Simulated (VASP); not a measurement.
# W (Fm-3m) in VASP: notebook

The runs below take W through single point, with PBEsol.

Everything below comes from runs of VASP 6.6.1. Logs are shortened: lines on timing, memory, paths and dates and some standing lists are left out, and cuts for length are marked.

### Step 1. The cell of the first run

The structure is cubic, space group Fm-3m (No. 225). Conventional cell: a = 3.992 Å, b = 3.992 Å, c = 3.992 Å, α = 90.00°, β = 90.00°, γ = 90.00°. W (site symmetry m-3m) has 12 W at 2.82 Å within 3.7 Å.

This isn't the form of W at room conditions, which is bcc.

### Step 2. Single point, PBEsol

File INCAR:

```
SYSTEM = W
PREC = Accurate
ENCUT = 500
EDIFF = 1E-6
ISMEAR = 0
SIGMA = 0.1
LREAL = .FALSE.
LASPH = .TRUE.
NELM = 120
ALGO = Normal
ISIF = 2
LWAVE = .FALSE.
LCHARG = .TRUE.
GGA = PS
LELF = .TRUE.
LVHAR = .TRUE.
NBANDS = 13
GGA_COMPAT = .FALSE.
```

File KPOINTS:

```
regular mesh
0
G
  8 8 8
  0 0 0
```

File POSCAR:

```
W
1.0
    0.0000000000      1.9958246225      1.9958246225
    1.9958246225      0.0000000000      1.9958246225
    1.9958246225      1.9958246225      0.0000000000
W
1
Direct
    0.0000000000      0.0000000000      0.0000000000
```

Potentials or basis: VASP PAW PBE potentials, release 64 (W_sv).

Started as:

```console
$ cat potpaw_PBE.64/W_sv/POTCAR > POTCAR
$ mpirun -np 1 vasp_std > vasp.out
```

OUTCAR:

```text
SYSTEM = W
   PREC = Accurate
   ENCUT = 500
   EDIFF = 1E-6
   ISMEAR = 0
   LREAL = .FALSE.
   LASPH = .TRUE.
   NELM = 120
   ISIF = 2
   GGA = PS

 ion  position               nearest neighbor table
   1  0.000  0.000  0.000-

  LATTYP: Found a face centered cubic cell.
 ALAT       =     3.9916492450

  Lattice vectors:

 A1 = (   0.0000000000,   1.9958246225,   1.9958246225)
 A2 = (   1.9958246225,   0.0000000000,   1.9958246225)
 A3 = (   1.9958246225,   1.9958246225,   0.0000000000)

Analysis of symmetry for initial positions (statically):
=====================================================================
 Subroutine PRICEL returns:
 Original cell was already a primitive cell.

 Routine SETGRP: Setting up the symmetry group for a
 face centered cubic supercell.

 Subroutine GETGRP returns: Found 48 space group operations
 (whereof 48 operations were pure point group operations)
 out of a pool of 48 trial point group operations.

The static configuration has the point symmetry O_h .

Analysis of symmetry for dynamics (positions and initial velocities):
=====================================================================
 Subroutine PRICEL returns:
 Original cell was already a primitive cell.

 Routine SETGRP: Setting up the symmetry group for a
 face centered cubic supercell.

 Subroutine GETGRP returns: Found 48 space group operations
 (whereof 48 operations were pure point group operations)
 out of a pool of 48 trial point group operations.

The dynamic configuration has the point symmetry O_h .

 Subroutine INISYM returns: Found 48 space group operations
 (whereof 48 operations are pure point group operations),
 and found     1 'primitive' translations

----------------------------------------------------------------------------------------

                                     Primitive cell

  volume of cell :      15.9000

  direct lattice vectors                    reciprocal lattice vectors
     0.000000000  1.995824623  1.995824623    -0.250523014  0.250523014  0.250523014
     1.995824623  0.000000000  1.995824623     0.250523014 -0.250523014  0.250523014
     1.995824623  1.995824623  0.000000000     0.250523014  0.250523014 -0.250523014

  length of vectors
[... 85 lines left out ...]
   NFREE  =      0    steps in history (QN), initial steepest desc. (CG)
   ISIF   =      2    stress and relaxation
   ISYM   =      2    0-nonsym 1-usesym 2-fastsym
   POTIM  = 0.5000    time-step for ionic-motion
   TEBEG  =    0.0;   TEEND  =   0.0 temperature during run
   PSTRESS=    0.0 pullay stress
   NELECT =      14.0000    total number of electrons
   NUPDOWN=      -1.0000    fix difference up-down
   EMIN   =  10.00;   EMAX   =-10.00  energy-range for DOS
   EFERMI =   0.00;   METHOD = LEGACY
   ISMEAR =     0;   SIGMA  =   0.10  broadening in eV -4-tet -1-fermi 0-gaus
   EFERMI_NEDOS =   21; number of points for ismear=-14 and -15
   IALGO  =     38    algorithm
   IMIX   =      4    mixing-type and parameters
     AMIX     =   0.40;   BMIX     =  1.00
     AMIX_MAG =   1.60;   BMIX_MAG =  1.00
  volume/ion in A,a.u.               =      15.90       107.30
  Fermi-wavevector in a.u.,A,eV,Ry     =   1.569104  2.965177 33.498743  2.462088
  Thomas-Fermi vector in A             =   2.671036
   LORBIT       =      0    0 simple, 1 ext, 2 COOP (PROOUT), +10 PAW based schemes
   GGA     = PS    functional components
   LHFCALC =     F    Hartree Fock is set to
   AEXX    =    0.0000 exact exchange contribution
   IVDW    =     0    specifies the selected vdW correction
   LEPSILON=     F    determine dielectric tensor
   LRPA    =     F    only Hartree local field effects (RPA)
 non-spin polarized calculation
 Gauss-broadening in eV      SIGMA  =   0.10
  energy-cutoff  :      500.00
  volume of cell :       15.90
 maximum number of plane-waves:       415
 NGX is ok and might be reduce to    24
   NGX = 11   NGY = 11   NGZ = 11

 number of electron      14.0000000 magnetization

 Free energy of the ion-electron system (eV)
  ---------------------------------------------------
  ext. energy  EPLUGINS =         0.00000000
  ---------------------------------------------------
  free energy    TOTEN  =       -13.32161117 eV

  energy without entropy =      -13.31255406  energy(sigma->0) =      -13.31708261

 E-fermi :  10.6660     XC(G=0): -13.7370

 val. band max:       10.6369867632   @ k =   0.2500   0.1250   0.0000
 cond. band min:      10.6730824104   @ k =  -0.3750   0.3750   0.0000
 fundamental gap:      0.0360956472
 Fermi energy:        10.6660071037

 k-point     1 :       0.0000    0.0000    0.0000
  band No.  band energies     occupation
      1     -62.8360      2.00000
      2     -26.4176      2.00000
      3     -26.4176      2.00000
      4     -26.4176      2.00000
      5       1.5868      2.00000
      6      10.1432      2.00000
      7      10.1432      2.00000
      8      10.1432      2.00000
      9      13.4051      0.00000
     10      13.4051      0.00000
     11      23.6177      0.00000
     12      28.9668      0.00000
     13      28.9668      0.00000
[... 354 lines left out ...]
  band No.  band energies     occupation
      1     -62.6926      2.00000
      2     -27.5245      2.00000
      3     -26.9305      2.00000
      4     -26.6969      2.00000
      5       6.6106      2.00000
      6       8.0736      2.00000
      7       9.8578      2.00000
      8      11.4519      0.00000
      9      15.4639      0.00000
     10      18.9181      0.00000
     11      20.3114      0.00000
     12      26.7016      0.00000
     13      28.2421      0.00000

 [... further k-points ...]

------------------------ aborting loop because EDIFF is reached ----------------------------------------

  FORCE on cell =-STRESS in cart. coord.  units (eV):
  Direction    XX          YY          ZZ          XY          YZ          ZX
  --------------------------------------------------------------------------------------
  -------------------------------------------------------------------------------------
  Total        0.2691385      0.2691385      0.2691385      0.0000000     -0.0000000      0.0000000
  in kB       27.1199714     27.1199714     27.1199714      0.0000000     -0.0000000      0.0000000
  external PRESSURE =      27.1199714 kB  Pullay stress =       0.0000000 kB

 VOLUME and BASIS-vectors are now :
 -----------------------------------------------------------------------------
  energy-cutoff  :      500.00
  volume of cell :       15.90
      direct lattice vectors                 reciprocal lattice vectors
     0.000000000  1.995824623  1.995824623    -0.250523014  0.250523014  0.250523014
     1.995824623  0.000000000  1.995824623     0.250523014 -0.250523014  0.250523014
     1.995824623  1.995824623  0.000000000     0.250523014  0.250523014 -0.250523014

 POSITION                                       TOTAL-FORCE (eV/Angst)
 -----------------------------------------------------------------------------------
      0.00000      0.00000      0.00000         0.000000      0.000000      0.000000
 -----------------------------------------------------------------------------------
    total drift:                               -0.000000      0.000000      0.000000

  FREE ENERGIE OF THE ION-ELECTRON SYSTEM (eV)
  ---------------------------------------------------
  free  energy   TOTEN  =       -13.3216111657 eV

  energy  without entropy=      -13.3125540564  energy(sigma->0) =      -13.31708261
```

stdout:

```text
POSCAR found type information on POSCAR W
 POSCAR found :  1 types and       1 ions
 scaLAPACK will be used
 -----------------------------------------------------------------------------
|                                                                             |
|                                                                             |
|     You enforced a specific xc type in the INCAR file but a different       |
|     I HOPE YOU KNOW WHAT YOU ARE DOING!                                     |
|                                                                             |
 -----------------------------------------------------------------------------

 LDA part: xc-table for (Slater+PW92), standard interpolation
 POSCAR, INCAR and KPOINTS ok, starting setup
 FFT: planning ... GRIDC
 FFT: planning ... GRID_SOFT
 FFT: planning ... GRID
 WAVECAR not read
 entering main loop
```

It took 7.7 s on 1 thread of AMD EPYC 7R43 (Zen 3), shared host; peak memory 0.11 GiB.

What came out:

```yaml
Free_energy: -13.3216 eV
Pressure: 2.7 GPa
Band_gap_on_the_k_mesh: zero (bands 7 and 8 overlap by 3.86 eV)
```

Caveat: the PAW data sets were made with another functional, which shifts forces and pressure a little; spin-orbit coupling is left out, which moves the levels of the heavy elements.

### Step 3. Single point, PBEsol

This run uses another cell than the first one, of 15.98 Å³/atom.

File INCAR:

```
SYSTEM = W
ALGO     = Normal         ! electronic algorithm
EDIFF    = 1E-6           ! SCF threshold, eV
ENCUT    = 500            ! plane-wave cutoff, eV
GGA      = PS             ! functional
GGA_COMPAT= .FALSE.      
ISIF     = 2              ! what is computed and relaxed
ISMEAR   = 0              ! smearing method
LASPH    = .TRUE.         ! aspherical terms in the spheres
LCHARG   = .FALSE.        ! write CHGCAR
LREAL    = .FALSE.        ! projectors in reciprocal space
LWAVE    = .FALSE.        ! write WAVECAR
NBANDS   = 13             ! bands
NELM     = 120            ! most SCF steps
PREC     = Accurate       ! precision mode
SIGMA    = 0.1            ! smearing width, eV
```

File KPOINTS:

```
k-points
0
G
  18 18 18
  0 0 0
```

File POSCAR:

```
W
1.0
    0.0000000000      1.9991194434      1.9991194434
    1.9991194434      0.0000000000      1.9991194434
    1.9991194434      1.9991194434      0.0000000000
W
1
Direct
    0.0000000000      0.0000000000      0.0000000000
```

Potentials or basis: VASP PAW PBE potentials, release 64 (W_sv).

Started as:

```console
$ cat potpaw_PBE.64/W_sv/POTCAR > POTCAR
$ mpirun -np 1 vasp_std > vasp.out
```

OUTCAR:

```text
SYSTEM = W
   EDIFF = 1E-6
   ENCUT = 500
   GGA = PS
   ISIF = 2
   ISMEAR = 0
   LASPH = .TRUE.
   LREAL = .FALSE.
   NELM = 120
   PREC = Accurate

 ion  position               nearest neighbor table
   1  0.000  0.000  0.000-

  LATTYP: Found a face centered cubic cell.
 ALAT       =     3.9982388868

  Lattice vectors:

 A1 = (   0.0000000000,   1.9991194434,   1.9991194434)
 A2 = (   1.9991194434,   0.0000000000,   1.9991194434)
 A3 = (   1.9991194434,   1.9991194434,   0.0000000000)

[... 562 lines left out ...]
     13      32.0819      0.00000

 [... further k-points ...]

------------------------ aborting loop because EDIFF is reached ----------------------------------------

  FORCE on cell =-STRESS in cart. coord.  units (eV):
  Direction    XX          YY          ZZ          XY          YZ          ZX
  --------------------------------------------------------------------------------------
  -------------------------------------------------------------------------------------
  Total        0.0607438      0.0607438      0.0607438     -0.0000000      0.0000000      0.0000000
  in kB        6.0906884      6.0906884      6.0906884     -0.0000000      0.0000000      0.0000000
  external PRESSURE =       6.0906884 kB  Pullay stress =       0.0000000 kB

 VOLUME and BASIS-vectors are now :
 -----------------------------------------------------------------------------
  energy-cutoff  :      500.00
  volume of cell :       15.98
      direct lattice vectors                 reciprocal lattice vectors
     0.000000000  1.999119443  1.999119443    -0.250110118  0.250110118  0.250110118
     1.999119443  0.000000000  1.999119443     0.250110118 -0.250110118  0.250110118
     1.999119443  1.999119443  0.000000000     0.250110118  0.250110118 -0.250110118

 POSITION                                       TOTAL-FORCE (eV/Angst)
 -----------------------------------------------------------------------------------
      0.00000      0.00000      0.00000         0.000000      0.000000      0.000000
 -----------------------------------------------------------------------------------
    total drift:                                0.000000      0.000000     -0.000000

  FREE ENERGIE OF THE ION-ELECTRON SYSTEM (eV)
  ---------------------------------------------------
  free  energy   TOTEN  =       -13.3131684325 eV

  energy  without entropy=      -13.3066676863  energy(sigma->0) =      -13.30991806
```

stdout:

```text
POSCAR found type information on POSCAR W
 POSCAR found :  1 types and       1 ions
 scaLAPACK will be used
 -----------------------------------------------------------------------------
|                                                                             |
|                                                                             |
|     You enforced a specific xc type in the INCAR file but a different       |
|     I HOPE YOU KNOW WHAT YOU ARE DOING!                                     |
|                                                                             |
 -----------------------------------------------------------------------------

 LDA part: xc-table for (Slater+PW92), standard interpolation
 POSCAR, INCAR and KPOINTS ok, starting setup
 FFT: planning ... GRIDC
 FFT: planning ... GRID_SOFT
 FFT: planning ... GRID
 WAVECAR not read
 entering main loop
```

Run time: 36 s. Hardware: 1 thread of AMD EPYC 7R43 (Zen 3), shared host; peak memory 0.13 GiB.

What came out:

| Item | Value |
| --- | --- |
| Free energy | -13.3132 eV |
| Pressure | 0.6 GPa |
| Band gap on the k mesh | zero (bands 7 and 8 overlap by 3.81 eV) |

Levels at points of the mesh, in eV from the Fermi level:
| k point | band 5 | band 6 | band 7 | band 8 | band 9 | band 10 |
| --- | --- | --- | --- | --- | --- | --- |
| (0.00, 0.00, 0.00) | -9.13 | -0.58 | -0.58 | -0.58 | 2.66 | 2.66 |
| (0.50, 0.00, 0.00) | -5.74 | -0.82 | -0.82 | 0.75 | 5.25 | 5.25 |
| (0.50, 0.50, 0.00) | -5.68 | -4.67 | 3.23 | 5.21 | 6.02 | 6.02 |

Caveat: the PAW data sets were made with another functional, which shifts forces and pressure a little; spin-orbit coupling is left out, which moves the levels of the heavy elements.
